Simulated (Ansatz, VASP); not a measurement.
Two plane-wave programs on Ge

```
Ge
1.0
     0.00000    2.78634    2.74391
     2.78634    0.00000    2.74391
     2.78634    2.78634    0.00000
Ge
2
Direct
  0.50000 0.50000 0.50000
  0.75000 0.75000 0.75000
```

Change from the starting cell: strain -0.015 along x and y, -0.030 along z, atoms carried along.

Alike in both runs: task single point; functional PBE; k mesh 14 × 14 × 14; occupations gaussian, width 0.15 eV; no spin polarisation.

```csv
,VASP,Ansatz
version,VASP 6.6.1,Ansatz 0.2.0
potentials or method,"VASP PAW PBE potentials, release 64 (Ge_d), cutoff 520 eV","scalar-relativistic, plane waves, PAW"
valence electrons in the cell,28,28
```

|  | VASP | Ansatz | Ansatz less VASP |
| --- | --- | --- | --- |
| gap on the k mesh at the Fermi level (eV) | 0.29 | 0.29 | -0.005 |
| least direct gap on the mesh (eV) | 0.52 | 0.51 | -0.008 |
| pressure (GPa) | 8.9 | 9.0 | +0.06 |
| traceless stress, the component that is largest in VASP (GPa) | 0.73 | 0.73 | -0.002 |
